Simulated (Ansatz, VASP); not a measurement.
**Hf in VASP and in Ansatz**

```
CELL_PARAMETERS angstrom
3.19670 0.00000 0.00000
-1.59835 2.76842 0.00000
0.00000 0.00000 4.95664
ATOMIC_POSITIONS crystal
Hf 0.33333 0.66667 0.25000
Hf 0.66667 0.33333 0.75000
```

Change from the starting cell: zz strain of -2 %.

Alike in both runs: task single point; functional PBE; k mesh 13 × 13 × 7; occupations fermi-dirac, width 0.05 eV; no spin polarisation.

|  | VASP | Ansatz |
| --- | --- | --- |
| version | VASP 6.6.1 | Ansatz 0.2.0 |
| potentials or method | VASP PAW PBE potentials, release 64 (Hf_pv), cutoff 520 eV | all-electron LAPW, scalar-relativistic |

```csv
,VASP,Ansatz,Ansatz less VASP
pressure (GPa),2.8,3.2,+0.47
"traceless stress, the component that is largest in VASP (GPa)",1.81,1.90,+0.082
```

Ansatz ran all-electron here, and VASP with PAW potentials.

Neither program's run includes spin-orbit coupling.
